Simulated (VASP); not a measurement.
# W in VASP: single point with PBEsol

Aim: the single point of W with PBEsol.

All numbers are computed with VASP 6.6.1; they aren't measurements. Logs are shortened: lines on timing, memory, paths and dates and some standing lists are left out, and cuts for length are marked.

## Step 1: The cell of the first run

The cell holds a slab with vacuum, 9 atoms: a = 2.732 Å, b = 4.461 Å, c = 25.302 Å, α = 90.00°, β = 90.00°, γ = 90.00°.

## Step 2: Single point, PBEsol

INCAR reads:

```
SYSTEM = W
PREC     = Accurate       ! precision mode
ENCUT    = 520            ! plane-wave cutoff, eV
EDIFF    = 1E-6           ! SCF threshold, eV
ISMEAR   = 0              ! smearing method
SIGMA    = 0.1            ! smearing width, eV
LREAL    = .False.        ! projectors in reciprocal space
LASPH    = .True.         ! aspherical terms in the spheres
NELM     = 100            ! most SCF steps
ALGO     = Normal         ! electronic algorithm
ISIF     = 2              ! what is computed and relaxed
LWAVE    = .False.        ! write WAVECAR
LCHARG   = .False.        ! write CHGCAR
LDIPOL   = .True.       
IDIPOL   = 3            
DIPOL    = 0.5 0.5 0.500
GGA      = PS             ! functional
NBANDS   = 73             ! bands
```

KPOINTS reads:

```
regular mesh
0
Gamma
  13 8 1
  0 0 0
```

POSCAR reads:

```
W
1.0
    2.7317561330      0.0000000000      0.0000000000
    0.0000000000      4.4609390851      0.0000000000
    0.0000000000      0.0000000000     25.3020975264
W
9
Direct
    0.3333333333      0.5000000000      0.2964181129
    0.6666666667      0.0000000000      0.3473135846
    0.0000000000      0.5000000000      0.3982090564
    0.3333333333      0.0000000000      0.4491045282
    0.6666666667      0.5000000000      0.5000000000
    0.0000000000      0.0000000000      0.5508954718
    0.3333333333      0.5000000000      0.6017909436
    0.6666666667      0.0000000000      0.6526864154
    0.0000000000      0.5000000000      0.7035818871
```

Potentials or basis: VASP PAW PBE potentials, release 64 (W_sv).

On the command line:

```console
$ cat potpaw_PBE.64/W_sv/POTCAR > POTCAR
$ mpirun -np 1 vasp_std > vasp.out
```

OUTCAR:

```text
SYSTEM = W
   PREC = Accurate
   ENCUT = 520
   EDIFF = 1E-6
   ISMEAR = 0
   LREAL = .False.
   LASPH = .True.
   NELM = 100
   ISIF = 2
   GGA = PS

 ion  position               nearest neighbor table
   1  0.333  0.500  0.296-   3 2.73   2 2.73   2 2.73   3 3.15   2 3.15   2 3.15
   2  0.667  0.000  0.347-   1 2.73   1 2.73   3 2.73   3 2.73   4 2.73   1 3.15   1 3.15   3 3.15
                             3 3.15   4 3.15
   3  0.000  0.500  0.398-   1 2.73   2 2.73   2 2.73   4 2.73   4 2.73   5 2.73   1 3.15   2 3.15
                             2 3.15   4 3.15   4 3.15   5 3.15
   4  0.333  0.000  0.449-   3 2.73   3 2.73   5 2.73   5 2.73   6 2.73   2 2.73   5 3.15   5 3.15
                             3 3.15   3 3.15   2 3.15   6 3.15
   5  0.667  0.500  0.500-   6 2.73   6 2.73   4 2.73   4 2.73   3 2.73   7 2.73   4 3.15   4 3.15
                             6 3.15   6 3.15   7 3.15   3 3.15
   6  0.000  0.000  0.551-   5 2.73   5 2.73   7 2.73   7 2.73   4 2.73   8 2.73   5 3.15   5 3.15
                             7 3.15   7 3.15   4 3.15   8 3.15
   7  0.333  0.500  0.602-   9 2.73   6 2.73   6 2.73   8 2.73   8 2.73   5 2.73   9 3.15   8 3.15
                             8 3.15   6 3.15   6 3.15   5 3.15
   8  0.667  0.000  0.653-   9 2.73   9 2.73   7 2.73   7 2.73   6 2.73   9 3.15   9 3.15   7 3.15
                             7 3.15   6 3.15
   9  0.000  0.500  0.704-   7 2.73   8 2.73   8 2.73   7 3.15   8 3.15   8 3.15

  LATTYP: Found a simple orthorhombic cell.
 ALAT       =     2.7317561330
 B/A-ratio  =     1.6329931619
 C/A-ratio  =     9.2622094706

  Lattice vectors:

 A1 = (   2.7317561330,   0.0000000000,   0.0000000000)
 A2 = (   0.0000000000,   4.4609390851,   0.0000000000)
 A3 = (   0.0000000000,   0.0000000000,  25.3020975264)

Analysis of symmetry for initial positions (statically):
=====================================================================
 Subroutine PRICEL returns:
 Original cell was already a primitive cell.

 Routine SETGRP: Setting up the symmetry group for a
 simple orthorhombic supercell.

 Subroutine GETGRP returns: Found  4 space group operations
 (whereof  2 operations were pure point group operations)
 out of a pool of  8 trial point group operations.

The static configuration has the point symmetry C_1h.
 The point group associated with its full space group is C_2h.

Analysis of symmetry for dynamics (positions and initial velocities):
=====================================================================
 Subroutine PRICEL returns:
 Original cell was already a primitive cell.

 Routine SETGRP: Setting up the symmetry group for a
 simple orthorhombic supercell.

 Subroutine GETGRP returns: Found  4 space group operations
 (whereof  2 operations were pure point group operations)
 out of a pool of  8 trial point group operations.

The dynamic configuration has the point symmetry C_1h.
 The point group associated with its full space group is C_2h.

 Subroutine INISYM returns: Found  4 space group operations
 (whereof  2 operations are pure point group operations),
 and found     1 'primitive' translations

----------------------------------------------------------------------------------------

                                     Primitive cell

  volume of cell :     308.3364

  direct lattice vectors                    reciprocal lattice vectors
     2.731756133  0.000000000  0.000000000     0.366064887  0.000000000  0.000000000
     0.000000000  4.460939085  0.000000000     0.000000000  0.224168046  0.000000000
     0.000000000  0.000000000 25.302097526     0.000000000  0.000000000  0.039522415

  length of vectors
     2.731756133  4.460939085 25.302097526     0.366064887  0.224168046  0.039522415

  position of ions in fractional coordinates (direct lattice)
     0.333333333  0.500000000  0.296418113
     0.666666667  0.000000000  0.347313585
     0.000000000  0.500000000  0.398209056
     0.333333333  0.000000000  0.449104528
     0.666666667  0.500000000  0.500000000
     0.000000000  0.000000000  0.550895472
     0.333333333  0.500000000  0.601790944
     0.666666667  0.000000000  0.652686415
     0.000000000  0.500000000  0.703581887

  ion indices of the primitive-cell ions
   primitive index   ion index
                 1           1
                 2           2
                 3           3
                 4           4
                 5           5
                 6           6
                 7           7
                 8           8
                 9           9

----------------------------------------------------------------------------------------

 KPOINTS: regular mesh

Automatic generation of k-mesh.
 Grid dimensions read from file:
 generate k-points for:   13    8    1

 Generating k-lattice:

  Cartesian coordinates                     Fractional coordinates (reciprocal lattice)
     0.028158837  0.000000000  0.000000000     0.076923077  0.000000000  0.000000000
     0.000000000  0.028021006  0.000000000     0.000000000  0.125000000  0.000000000
     0.000000000  0.000000000  0.039522415     0.000000000  0.000000000  1.000000000

  Length of vectors
     0.028158837  0.028021006  0.039522415

  Shift w.r.t. Gamma in fractional coordinates (k-lattice)
     0.000000000  0.000000000  0.000000000

 Subroutine IBZKPT returns following result:
 ===========================================

 Found     35 irreducible k-points:

 Following reciprocal coordinates:
            Coordinates               Weight
  0.000000  0.000000  0.000000      1.000000
  0.076923  0.000000  0.000000      2.000000
  0.153846  0.000000  0.000000      2.000000
  0.230769  0.000000  0.000000      2.000000
  0.307692  0.000000  0.000000      2.000000
  0.384615  0.000000  0.000000      2.000000
[... 16 lines left out ...]
  0.076923  0.375000  0.000000      4.000000
  0.153846  0.375000  0.000000      4.000000
 [... further k-points ...]
   k-points           NKPTS =     35   k-points in BZ     NKDIM =     35   number of bands    NBANDS=     73
   number of dos      NEDOS =    301   number of ions     NIONS =      9
   total plane-waves  NPLWV = 138240
   dimension x,y,z NGX =    20 NGY =   36 NGZ =  192
   dimension x,y,z NGXF=    40 NGYF=   72 NGZF=  384
   ions per type =               9
   NGX,Y,Z   is equivalent  to a cutoff of  12.17, 13.42, 12.62 a.u.
   NGXF,Y,Z  is equivalent  to a cutoff of  24.34, 26.83, 25.23 a.u.
 SYSTEM =  W
   PREC   = accura    normal or accurate (medium, high low for compatibility)
   ISTART =      0    job   : 0-new  1-cont  2-samecut
   ICHARG =      2    charge: 1-file 2-atom 10-const
   ISPIN  =      1    spin polarized calculation?
   LNONCOLLINEAR =      F non collinear calculations
   LSORBIT =      F    spin-orbit coupling
   LASPH  =      T    aspherical Exc in radial PAW
   ENCUT  =  520.0 eV  38.22 Ry    6.18 a.u.   5.08  8.29 47.05*2*pi/ulx,y,z
   NELM   =    100;   NELMIN=  2; NELMDL= -5     # of ELM steps
   EDIFF  = 0.1E-05   stopping-criterion for ELM
   LREAL  =      F    real-space projection
   EDIFFG = 0.1E-04   stopping-criterion for IOM
   NSW    =      0    number of steps for IOM
   IBRION =     -1    ionic relax: 0-MD 1-quasi-New 2-CG
   NFREE  =      0    steps in history (QN), initial steepest desc. (CG)
   ISIF   =      2    stress and relaxation
   ISYM   =      2    0-nonsym 1-usesym 2-fastsym
   POTIM  = 0.5000    time-step for ionic-motion
   TEBEG  =    0.0;   TEEND  =   0.0 temperature during run
   PSTRESS=    0.0 pullay stress
   NELECT =     126.0000    total number of electrons
   NUPDOWN=      -1.0000    fix difference up-down
   EMIN   =  10.00;   EMAX   =-10.00  energy-range for DOS
   EFERMI =   0.00;   METHOD = LEGACY
   ISMEAR =     0;   SIGMA  =   0.10  broadening in eV -4-tet -1-fermi 0-gaus
   EFERMI_NEDOS =   21; number of points for ismear=-14 and -15
   IALGO  =     38    algorithm
   IMIX   =      4    mixing-type and parameters
     AMIX     =   0.40;   BMIX     =  1.00
     AMIX_MAG =   1.60;   BMIX_MAG =  1.00
  volume/ion in A,a.u.               =      34.26       231.20
  Fermi-wavevector in a.u.,A,eV,Ry     =   1.214852  2.295738 20.080373  1.475866
  Thomas-Fermi vector in A             =   2.350258
   LORBIT       =      0    0 simple, 1 ext, 2 COOP (PROOUT), +10 PAW based schemes
   GGA     = PS    functional components
   LHFCALC =     F    Hartree Fock is set to
   AEXX    =    0.0000 exact exchange contribution
   IVDW    =     0    specifies the selected vdW correction
   LEPSILON=     F    determine dielectric tensor
   LRPA    =     F    only Hartree local field effects (RPA)
 non-spin polarized calculation
 Gauss-broadening in eV      SIGMA  =   0.10
  energy-cutoff  :      520.00
  volume of cell :      308.34
 maximum number of plane-waves:      8356
   NGX = 11   NGY = 17   NGZ = 95

 number of electron     126.0000009 magnetization

 dipolmoment           0.000000      0.000000      0.000001 electrons x Angstroem

 Free energy of the ion-electron system (eV)
  ---------------------------------------------------
  ext. energy  EPLUGINS =         0.00000000
  ---------------------------------------------------
  free energy    TOTEN  =      -118.06014874 eV

  energy without entropy =     -118.02952754  energy(sigma->0) =     -118.04483814

 E-fermi :   2.8762     XC(G=0):  -7.2990

 val. band max:        2.8585785972   @ k =   0.1538   0.3750   0.0000
 cond. band min:       2.8770731585   @ k =   0.2308   0.1250   0.0000
 fundamental gap:      0.0184945613
 Fermi energy:         2.8762112293

 k-point     1 :       0.0000    0.0000    0.0000
  band No.  band energies     occupation
      1     -71.2703      2.00000
      2     -71.2579      2.00000
      3     -71.1591      2.00000
      4     -71.1213      2.00000
      5     -71.1211      2.00000
      6     -71.1039      2.00000
[... 65 lines left out ...]
     72       4.9889      0.00000
     73       5.0990      0.00000
[... 1746 lines left out ...]
     72       4.2590      0.00000
     73       4.4743      0.00000

 [... further k-points ...]

------------------------ aborting loop because EDIFF is reached ----------------------------------------

 vacuum level on the upper side and lower side of the slab       (xc-potential included)        -0.207        -0.208

  FORCE on cell =-STRESS in cart. coord.  units (eV):
  Direction    XX          YY          ZZ          XY          YZ          ZX
  --------------------------------------------------------------------------------------
  -------------------------------------------------------------------------------------
  Total      -10.7248945     -9.3652947     -7.5985544      0.0000000      0.0000000      1.4577737
  in kB      -55.7286941    -48.6639420    -39.4836065      0.0000000      0.0000000      7.5748833
  external PRESSURE =     -47.9587475 kB  Pullay stress =       0.0000000 kB

 VOLUME and BASIS-vectors are now :
 -----------------------------------------------------------------------------
  energy-cutoff  :      520.00
  volume of cell :      308.34
      direct lattice vectors                 reciprocal lattice vectors
     2.731756133  0.000000000  0.000000000     0.366064887  0.000000000  0.000000000
     0.000000000  4.460939085  0.000000000     0.000000000  0.224168046  0.000000000
     0.000000000  0.000000000 25.302097526     0.000000000  0.000000000  0.039522415

 POSITION                                       TOTAL-FORCE (eV/Angst)
 -----------------------------------------------------------------------------------
      0.91059      2.23047      7.50000        -0.262794      0.000000      1.985441
      1.82117      0.00000      8.78776        -0.092811      0.000000     -1.070975
      0.00000      2.23047     10.07552         0.365072      0.000000     -0.781524
      0.91059      0.00000     11.36329         0.033398      0.000000     -0.258317
      1.82117      2.23047     12.65105         0.000000      0.000000      0.000000
      0.00000      0.00000     13.93881        -0.033398      0.000000      0.258317
      0.91059      2.23047     15.22657        -0.365072      0.000000      0.781524
      1.82117      0.00000     16.51434         0.092811      0.000000      1.070975
      0.00000      2.23047     17.80210         0.262794      0.000000     -1.985441
 -----------------------------------------------------------------------------------
    total drift:                                0.000001      0.000000      0.000124

  FREE ENERGIE OF THE ION-ELECTRON SYSTEM (eV)
  ---------------------------------------------------
  free  energy   TOTEN  =      -118.0601487411 eV

  energy  without entropy=     -118.0295275432  energy(sigma->0) =     -118.04483814

 vacuum level on the upper side and lower side of the slab         7.145         7.145
```

Run time: 14 min. Hardware: 1 thread of Intel Xeon 6975P-C (Granite Rapids), shared host; peak memory 0.66 GiB.

Results:

```
Free energy            : -118.0601 eV
Largest force          : 2.003 eV/Å
Band gap on the k mesh : zero (bands 63 and 64 overlap by 1.83 eV)
```

Forces in eV/Å, atoms in the order of the input:
```
W   -0.263  0.000  1.985
W   -0.093  0.000 -1.071
W    0.365  0.000 -0.782
W    0.033  0.000 -0.258
W    0.000  0.000  0.000
W   -0.033  0.000  0.258
W   -0.365  0.000  0.782
W    0.093  0.000  1.071
W    0.263  0.000 -1.985
```

Levels at points of the mesh, in eV from the Fermi level:
```tsv
k point	band 59	band 60	band 61	band 62	band 63	band 64	band 65	band 66	band 67	band 68
(0.00, 0.00, 0.00)	-1.46	-1.35	-1.17	-0.91	-0.41	-0.38	0.00	0.81	1.32	1.39
(0.00, 0.50, 0.00)	-1.41	-1.19	-0.68	-0.48	0.28	1.05	1.32	1.38	1.41	1.48
```

Caveat: the PAW data sets were made with another functional, which shifts forces and pressure a little; spin-orbit coupling is left out, which moves the levels of the heavy elements.
